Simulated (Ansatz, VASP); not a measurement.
# Two plane-wave programs on Bi

```
Bi
1.0
     3.51494    0.00000    0.00000
    -1.75747    3.04403    0.00000
     0.00000    0.00000   11.72056
Bi
4
Cartesian
  -1.7575 3.0440 0.0000
  -1.7575 3.0440 5.8603
  0.0000 2.0294 2.9301
  1.7575 1.0147 8.7904
```

Alike in both runs: task single point; functional PBEsol; k mesh 12 × 12 × 3; occupations fermi-dirac, width 0.1 eV; no spin polarisation.

```csv
,VASP,Ansatz
version,VASP 6.6.1,Ansatz 0.2.0
potentials or method,"VASP PAW PBE potentials, release 64 (Bi_d), cutoff 520 eV","plane waves (420 eV) with PAW, scalar-relativistic"
valence electrons in the cell,60,60
```

|  | VASP | Ansatz | Ansatz less VASP |
| --- | --- | --- | --- |
| pressure (GPa) | -2.3 | -2.3 | +0.07 |
| traceless stress, the component that is largest in VASP (GPa) | 0.28 | 0.28 | -0.003 |

VASP's potentials were made for PBE, not for PBEsol, and Ansatz warns of the same on its side.

Neither program's run includes spin-orbit coupling.
